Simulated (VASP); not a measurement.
Input of a VASP 6.6.1 run:

Contents of INCAR:

```
SYSTEM = Hf4F
PREC = Accurate
ENCUT = 640
EDIFF = 1E-6
ISMEAR = 0
SIGMA = 0.1
LREAL = .False.
LASPH = .True.
NELM = 300
ALGO = Normal
ISIF = 2
LWAVE = .False.
LCHARG = .False.
LDIPOL = .True.
IDIPOL = 3
DIPOL = 0.5 0.5 0.359
GGA = PE
NBANDS = 32
GGA_COMPAT = .False.
NELMDL = -8
AMIX = 0.1
BMIX = 1E-4
AMIX_MAG = 0.4
BMIX_MAG = 1E-4
KPAR = 4
```

File KPOINTS:

```
Automatic mesh
0
Gamma
  9 9 1
  0 0 0
```

File POSCAR:

```
Hf4F
1.0
    3.2048170381      0.0000000000      0.0000000000
   -1.6024085190      2.7754529695      0.0000000000
    0.0000000000      0.0000000000     24.5281466259
Hf F
4 1
Direct
    0.6666666667      0.3333333333      0.1630779553
    0.3333333333      0.6666666667      0.2663815885
    0.6666666667      0.3333333333      0.3732987945
    0.3333333333      0.6666666667      0.4699966451
    0.7777777778      0.2222222222      0.5242200653
```

Potentials or basis: VASP PAW PBE potentials, release 64 (Hf_pv, F).

Run with:

```sh
$ cat potpaw_PBE.64/Hf_pv/POTCAR potpaw_PBE.64/F/POTCAR > POTCAR
$ mpirun -np 4 vasp_std > vasp.out
```

Problem. Predict the largest force.

Solution. 1.627 eV/Å.

Problem. What does it give for the band gap on the k mesh?

Solution. Zero (an odd number of electrons rules out a gap without spin polarisation).

Forces in eV/Å, atoms in the order of the input:
```
Hf   0.005 -0.003  0.733
Hf  -0.003  0.002 -0.809
Hf  -0.199  0.115 -0.381
Hf   0.488 -0.282 -1.135
F   -0.291  0.168  1.592
```

Caveat: spin-orbit coupling is left out, which moves the levels of the heavy elements.
